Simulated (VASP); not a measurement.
# Ti (Im-3m) in VASP: notebook

The runs below take Ti through relaxation of cell and atoms, with PBE.

All numbers are computed with VASP 6.6.1; they aren't measurements. Logs are shortened: lines on timing, memory, paths and dates and some standing lists are left out, and cuts for length are marked.

### Step 1. The cell of the first run

The structure is cubic, space group Im-3m (No. 229). The conventional cell has a = 2.716 Å, b = 2.716 Å, c = 2.716 Å, α = 90.00°, β = 90.00°, γ = 90.00°. Ti (site symmetry m-3m) has 14 Ti at 2.35 to 2.72 Å within 3.1 Å.

This isn't the form of Ti at room conditions, which is hcp.

### Step 2. Relaxation of cell and atoms, PBE, target pressure 130 GPa, at which the enthalpy is minimised

Input file INCAR:

```
PREC = Accurate
ENCUT = 600
EDIFF = 1E-6
ISMEAR = -1
SIGMA = 0.1
LREAL = False
LASPH = True
NELM = 80
ALGO = Normal
ISIF = 3
LWAVE = False
LCHARG = False
GGA = PE
IBRION = 2
NSW = 32
EDIFFG = -0.005
PSTRESS = 1300.0
```

Input file KPOINTS:

```
Automatic mesh
0
Gamma
  20 20 20
```

Input file POSCAR:

```
Ti
1.0
   -1.3580311348      1.3580311348      1.3580311348
    1.3580311348     -1.3580311348      1.3580311348
    1.3580311348      1.3580311348     -1.3580311348
Ti
1
Direct
    0.0000000000      0.0000000000      0.0000000000
```

Potentials or basis: VASP PAW PBE potentials, release 64 (Ti_sv).

The run is started by

```bash
cat potpaw_PBE.64/Ti_sv/POTCAR > POTCAR
mpirun -np 1 vasp_std > vasp.out
```

OUTCAR:

```text
PREC = Accurate
   ENCUT = 600
   EDIFF = 1E-6
   ISMEAR = -1
   LREAL = False
   LASPH = True
   NELM = 80
   ISIF = 3
   GGA = PE
   IBRION = 2
   NSW = 32
   EDIFFG = -0.005
   PSTRESS = 1300.0

 ion  position               nearest neighbor table
   1  0.000  0.000  0.000-

  LATTYP: Found a body centered cubic cell.
 ALAT       =     2.7160622696

  Lattice vectors:

 A1 = (  -1.3580311348,   1.3580311348,   1.3580311348)
 A2 = (   1.3580311348,  -1.3580311348,   1.3580311348)
 A3 = (   1.3580311348,   1.3580311348,  -1.3580311348)

Analysis of symmetry for initial positions (statically):
=====================================================================
 Subroutine PRICEL returns:
 Original cell was already a primitive cell.

 Routine SETGRP: Setting up the symmetry group for a
 body centered cubic supercell.

 Subroutine GETGRP returns: Found 48 space group operations
 (whereof 48 operations were pure point group operations)
 out of a pool of 48 trial point group operations.

The static configuration has the point symmetry O_h .

Analysis of symmetry for dynamics (positions and initial velocities):
=====================================================================
 Subroutine PRICEL returns:
 Original cell was already a primitive cell.

 Routine SETGRP: Setting up the symmetry group for a
 body centered cubic supercell.

 Subroutine GETGRP returns: Found 48 space group operations
 (whereof 48 operations were pure point group operations)
 out of a pool of 48 trial point group operations.

The dynamic configuration has the point symmetry O_h .

 Subroutine INISYM returns: Found 48 space group operations
 (whereof 48 operations are pure point group operations),
 and found     1 'primitive' translations

----------------------------------------------------------------------------------------

                                     Primitive cell

  volume of cell :      10.0182

  direct lattice vectors                    reciprocal lattice vectors
    -1.358031135  1.358031135  1.358031135     0.000000000  0.368180071  0.368180071
     1.358031135 -1.358031135  1.358031135     0.368180071  0.000000000  0.368180071
     1.358031135  1.358031135 -1.358031135     0.368180071  0.368180071  0.000000000

  length of vectors
     2.352178924  2.352178924  2.352178924     0.520685250  0.520685250  0.520685250

  position of ions in fractional coordinates (direct lattice)
     0.000000000  0.000000000  0.000000000

  ion indices of the primitive-cell ions
   primitive index   ion index
                 1           1

----------------------------------------------------------------------------------------

 KPOINTS: Automatic mesh

Automatic generation of k-mesh.
 Grid dimensions read from file:
 generate k-points for:   20   20   20

 Generating k-lattice:

  Cartesian coordinates                     Fractional coordinates (reciprocal lattice)
     0.000000000  0.018409004  0.018409004     0.050000000  0.000000000  0.000000000
     0.018409004  0.000000000  0.018409004     0.000000000  0.050000000  0.000000000
     0.018409004  0.018409004  0.000000000     0.000000000  0.000000000  0.050000000

  Length of vectors
     0.026034263  0.026034263  0.026034263

  Shift w.r.t. Gamma in fractional coordinates (k-lattice)
     0.000000000  0.000000000  0.000000000

 Subroutine IBZKPT returns following result:
 ===========================================

 Found    256 irreducible k-points:

 Following reciprocal coordinates:
            Coordinates               Weight
  0.000000  0.000000  0.000000      1.000000
  0.050000  0.000000  0.000000     12.000000
  0.100000  0.000000  0.000000     12.000000
  0.150000  0.000000  0.000000     12.000000
  0.200000  0.000000  0.000000     12.000000
  0.250000  0.000000  0.000000     12.000000
[... 16 lines left out ...]
  0.200000  0.100000  0.000000     48.000000
  0.250000  0.100000  0.000000     48.000000
 [... further k-points ...]
   k-points           NKPTS =    256   k-points in BZ     NKDIM =    256   number of bands    NBANDS=     10
   number of dos      NEDOS =    301   number of ions     NIONS =      1
   total plane-waves  NPLWV =   8000
   dimension x,y,z NGX =    20 NGY =   20 NGZ =   20
   dimension x,y,z NGXF=    40 NGYF=   40 NGZF=   40
   ions per type =               1
   NGX,Y,Z   is equivalent  to a cutoff of  14.14, 14.14, 14.14 a.u.
   NGXF,Y,Z  is equivalent  to a cutoff of  28.27, 28.27, 28.27 a.u.
 SYSTEM =  unknown system
   PREC   = accura    normal or accurate (medium, high low for compatibility)
   ISTART =      0    job   : 0-new  1-cont  2-samecut
   ICHARG =      2    charge: 1-file 2-atom 10-const
   ISPIN  =      1    spin polarized calculation?
   LNONCOLLINEAR =      F non collinear calculations
   LSORBIT =      F    spin-orbit coupling
   LASPH  =      T    aspherical Exc in radial PAW
   ENCUT  =  600.0 eV  44.10 Ry    6.64 a.u.   4.70  4.70  4.70*2*pi/ulx,y,z
   NELM   =     80;   NELMIN=  2; NELMDL= -5     # of ELM steps
   EDIFF  = 0.1E-05   stopping-criterion for ELM
   LREAL  =      F    real-space projection
   EDIFFG = -.5E-02   stopping-criterion for IOM
   NSW    =     32    number of steps for IOM
   IBRION =      2    ionic relax: 0-MD 1-quasi-New 2-CG
   NFREE  =      1    steps in history (QN), initial steepest desc. (CG)
   ISIF   =      3    stress and relaxation
   ISYM   =      2    0-nonsym 1-usesym 2-fastsym
   POTIM  = 0.5000    time-step for ionic-motion
   TEBEG  =    0.0;   TEEND  =   0.0 temperature during run
   PSTRESS= 1300.0 pullay stress
   NELECT =      12.0000    total number of electrons
   NUPDOWN=      -1.0000    fix difference up-down
   EMIN   =  10.00;   EMAX   =-10.00  energy-range for DOS
   EFERMI =   0.00;   METHOD = LEGACY
   ISMEAR =    -1;   SIGMA  =   0.10  broadening in eV -4-tet -1-fermi 0-gaus
   EFERMI_NEDOS =   21; number of points for ismear=-14 and -15
   IALGO  =     38    algorithm
   IMIX   =      4    mixing-type and parameters
     AMIX     =   0.40;   BMIX     =  1.00
     AMIX_MAG =   1.60;   BMIX_MAG =  1.00
  volume/ion in A,a.u.               =      10.02        67.61
  Fermi-wavevector in a.u.,A,eV,Ry     =   1.738623  3.285522 41.127845  3.022811
  Thomas-Fermi vector in A             =   2.811620
   LORBIT       =      0    0 simple, 1 ext, 2 COOP (PROOUT), +10 PAW based schemes
   GGA     = PE    functional components
   LHFCALC =     F    Hartree Fock is set to
   AEXX    =    0.0000 exact exchange contribution
   IVDW    =     0    specifies the selected vdW correction
   LEPSILON=     F    determine dielectric tensor
   LRPA    =     F    only Hartree local field effects (RPA)
 conjugate gradient relaxation of ions
 non-spin polarized calculation
  energy-cutoff  :      600.00
  volume of cell :       10.02
 maximum number of plane-waves:       370
   NGX =  9   NGY =  9   NGZ =  9

--------------------------------------- Ionic step        1  -------------------------------------------

 number of electron      11.9999997 magnetization

 Free energy of the ion-electron system (eV)
  ---------------------------------------------------
  ext. energy  EPLUGINS =         0.00000000
  ---------------------------------------------------
  free energy    TOTEN  =        -5.72087575 eV

  energy without entropy =       -5.69438452  energy(sigma->0) =       -5.70763013

------------------------ aborting loop because EDIFF is reached ----------------------------------------

  FORCE on cell =-STRESS in cart. coord.  units (eV):
  Direction    XX          YY          ZZ          XY          YZ          ZX
  --------------------------------------------------------------------------------------
  -------------------------------------------------------------------------------------
  Total        8.1035888      8.1035888      8.1035888     -0.0000000      0.0000000     -0.0000000
  in kB     1295.9815129   1295.9815129   1295.9815129     -0.0000000      0.0000000     -0.0000000
  external PRESSURE =      -4.0184871 kB  Pullay stress =    1300.0000000 kB

 VOLUME and BASIS-vectors are now :
 -----------------------------------------------------------------------------
  energy-cutoff  :      600.00
  volume of cell :       10.02
      direct lattice vectors                 reciprocal lattice vectors
    -1.358031135  1.358031135  1.358031135     0.000000000  0.368180071  0.368180071
     1.358031135 -1.358031135  1.358031135     0.368180071  0.000000000  0.368180071
     1.358031135  1.358031135 -1.358031135     0.368180071  0.368180071  0.000000000
[... 44 lines left out ...]
  FREE ENERGIE OF THE ION-ELECTRON SYSTEM (eV)
  ---------------------------------------------------
  free  energy   TOTEN  =        -5.6912845718 eV

  energy  without entropy=       -5.6649626679  energy(sigma->0) =       -5.67812362

  enthalpy is  TOTEN    =         2.4079063283 eV   P V=        8.0991909002

--------------------------------------- Ionic step        3  -------------------------------------------

 number of electron      11.9999997 magnetization

 Free energy of the ion-electron system (eV)
  ---------------------------------------------------
  ext. energy  EPLUGINS =         0.00000000
  ---------------------------------------------------
  free energy    TOTEN  =        -5.71329914 eV

  energy without entropy =       -5.68685260  energy(sigma->0) =       -5.70007587

 E-fermi :  15.2503     XC(G=0): -14.3621

 val. band max:       15.2414486734   @ k =   0.1500   0.1500   0.0000
 cond. band min:      15.2509409708   @ k =   0.2000   0.2000   0.1500
 fundamental gap:      0.0094922974
 Fermi energy:        15.2502797864

 k-point     1 :       0.0000    0.0000    0.0000
  band No.  band energies     occupation
      1     -41.0216      2.00000
      2     -15.1774      2.00000
      3     -15.1774      2.00000
      4     -15.1774      2.00000
      5       9.0334      2.00000
      6      16.4275      0.00002
      7      16.4275      0.00002
      8      16.4275      0.00002
      9      19.7357      0.00000
     10      19.7357      0.00000

 k-point     2 :       0.0500    0.0000    0.0000
  band No.  band energies     occupation
      1     -40.9991      2.00000
      2     -15.2684      2.00000
      3     -15.2022      2.00000
      4     -15.1790      2.00000
      5       9.1896      2.00000
      6      16.3416      0.00004
      7      16.4083      0.00002
      8      16.5560      0.00000
      9      19.6169      0.00000
     10      19.7381      0.00000
[... 274 lines left out ...]
 k-point    24 :       0.2500    0.1000    0.0000
  band No.  band energies     occupation
      1     -40.3466      2.00000
      2     -17.4566      2.00000
      3     -15.8723      2.00000
      4     -15.3321      2.00000
      5      12.0762      2.00000
      6      14.4991      1.99891
      7      15.9165      0.00255
      8      19.1275      0.00000
      9      20.4440      0.00000
     10      21.0706      0.00000

 [... further k-points ...]
[... 5 lines left out ...]
  --------------------------------------------------------------------------------------
  -------------------------------------------------------------------------------------
  Total        8.1243874      8.1243874      8.1243874      0.0000000      0.0000000      0.0000000
  in kB     1300.5226276   1300.5226276   1300.5226276      0.0000000      0.0000000      0.0000000
  external PRESSURE =       0.5226276 kB  Pullay stress =    1300.0000000 kB

 VOLUME and BASIS-vectors are now :
 -----------------------------------------------------------------------------
  energy-cutoff  :      600.00
  volume of cell :       10.01
      direct lattice vectors                 reciprocal lattice vectors
    -1.357608142  1.357608142  1.357608142     0.000000000  0.368294786  0.368294786
     1.357608142 -1.357608142  1.357608142     0.368294786  0.000000000  0.368294786
     1.357608142  1.357608142 -1.357608142     0.368294786  0.368294786  0.000000000

 POSITION                                       TOTAL-FORCE (eV/Angst)
 -----------------------------------------------------------------------------------
      0.00000      0.00000      0.00000        -0.000000      0.000000     -0.000000
 -----------------------------------------------------------------------------------
    total drift:                                0.000000     -0.000000      0.000000

  FREE ENERGIE OF THE ION-ELECTRON SYSTEM (eV)
  ---------------------------------------------------
  free  energy   TOTEN  =        -5.7132991401 eV

  energy  without entropy=       -5.6868525972  energy(sigma->0) =       -5.70007587

  enthalpy is  TOTEN    =         2.4078233862 eV   P V=        8.1211225263

 reached required accuracy - stopping structural energy minimisation
```

Run time: 27 s. Hardware: 1 thread of Intel Xeon 6975P-C (Granite Rapids), shared host; peak memory 0.15 GiB.

What came out:

```yaml
Free_energy: -5.7133 eV
Relaxed_volume: 10.01 Å³/atom
Relaxed_cell: a = 2.351 Å, b = 2.351 Å, c = 2.351 Å, α = 109.47°, β = 109.47°, γ = 109.47°
Space_group_after_relaxing_to_0.1_Å: Im-3m (No. 229)
Energy_change_on_relaxing_the_run_minimises_the_enthalpy: +7.6 meV/atom
Ionic_steps: 3
Pressure_after_relaxing: 130.1 GPa
Band_gap_on_the_k_mesh: zero (bands 6 and 7 overlap by 2.34 eV)
```

Step by step:
```
step  energy change (eV)  largest force (eV/Å)  pressure (GPa)  volume (Å³)
   1              0.0000                0.0000          129.60        10.02
   2              0.0296                0.0000          130.84         9.98
   3              0.0076                0.0000          130.05        10.01
```

Final structure:
```
Ti
1.0
    -1.35761    1.35761    1.35761
     1.35761   -1.35761    1.35761
     1.35761    1.35761   -1.35761
Ti
1
Direct
  0.00000 0.00000 0.00000
```

Levels at points of the mesh, in eV from the Fermi level:
| k point | band 4 | band 5 | band 6 | band 7 | band 8 | band 9 |
| --- | --- | --- | --- | --- | --- | --- |
| (0.00, 0.00, 0.00) | -30.43 | -6.22 | 1.18 | 1.18 | 1.18 | 4.49 |
| (0.50, 0.00, 0.00) | -30.50 | -4.31 | -1.59 | 4.66 | 4.76 | 5.38 |
| (0.50, 0.50, 0.50) | -32.55 | -4.98 | -4.98 | 7.15 | 7.15 | 7.15 |

Caveat: the cell is relaxed towards a set pressure, so the run minimises the enthalpy, not the energy.

### Step 3. Relaxation of cell and atoms, PBE, target pressure 130 GPa, at which the enthalpy is minimised

This run uses another cell than the first one, of 10.35 Å³/atom.

Input file INCAR:

```
PREC     = Accurate       # precision mode
ENCUT    = 600            # plane-wave cutoff, eV
EDIFF    = 1E-6           # SCF threshold, eV
ISMEAR   = -1             # smearing method
SIGMA    = 0.1            # smearing width, eV
LREAL    = F              # projectors in reciprocal space
LASPH    = T              # aspherical terms in the spheres
NELM     = 100            # most SCF steps
ALGO     = Normal         # electronic algorithm
ISIF     = 3              # what is computed and relaxed
LWAVE    = F              # write WAVECAR
LCHARG   = F              # write CHGCAR
GGA      = PE             # functional
IBRION   = 2              # ionic algorithm
NSW      = 60             # ionic steps
EDIFFG   = -0.005         # ionic threshold
PSTRESS  = 1300.0
```

KPOINTS is that of step 2.

Input file POSCAR:

```
Ti
1.0
   -1.3728723400      1.3728723400      1.3728723400
    1.3728723400     -1.3728723400      1.3728723400
    1.3728723400      1.3728723400     -1.3728723400
Ti
1
Direct
    0.0000000000      0.0000000000      0.0000000000
```

Potentials or basis: VASP PAW PBE potentials, release 64 (Ti_sv).

The run is started by

```bash
cat potpaw_PBE.64/Ti_sv/POTCAR > POTCAR
mpirun -np 1 vasp_std > vasp.out
```

Run time: 62 s. Hardware: 1 thread of Intel Xeon 6975P-C (Granite Rapids), shared host; peak memory 0.16 GiB.

Results (log left out):

* Free energy: -5.7112 eV
* Relaxed volume: 10.01 Å³/atom
* Relaxed cell: a = 2.351 Å, b = 2.351 Å, c = 2.351 Å, α = 109.47°, β = 109.47°, γ = 109.47°
* Space group after relaxing (to 0.1 Å): Im-3m (No. 229)
* Energy change on relaxing (the run minimises the enthalpy): +264.1 meV/atom
* Ionic steps: 7
* Pressure after relaxing: 129.9 GPa
* Band gap on the k mesh: zero (bands 6 and 7 overlap by 2.34 eV)

Step by step:
```tsv
step	energy change (eV)	largest force (eV/Å)	pressure (GPa)	volume (Å³)
1	0.0000	0.0000	116.00	10.35
2	1.1708	0.0000	178.05	9.05
3	0.2546	0.0000	129.54	10.02
4	0.2632	0.0000	129.89	10.01
5	0.2687	0.0000	130.19	10.00
6	0.2567	0.0000	129.69	10.02
7	0.2641	0.0000	129.95	10.01
```

Final structure:
```xyz
1
Lattice="-1.3575 1.3575 1.3575 1.3575 -1.3575 1.3575 1.3575 1.3575 -1.3575" Properties=species:S:1:pos:R:3 pbc="T T T"
Ti    0.0000    0.0000    0.0000
```

Levels at points of the mesh, in eV from the Fermi level:
```csv
k point,band 4,band 5,band 6,band 7,band 8,band 9
"(0.00, 0.00, 0.00)",-30.43,-6.22,1.18,1.18,1.18,4.49
"(0.50, 0.00, 0.00)",-30.50,-4.31,-1.59,4.66,4.76,5.38
"(0.50, 0.50, 0.50)",-32.55,-4.98,-4.98,7.15,7.15,7.15
```

Caveat: the cell is relaxed towards a set pressure, so the run minimises the enthalpy, not the energy.
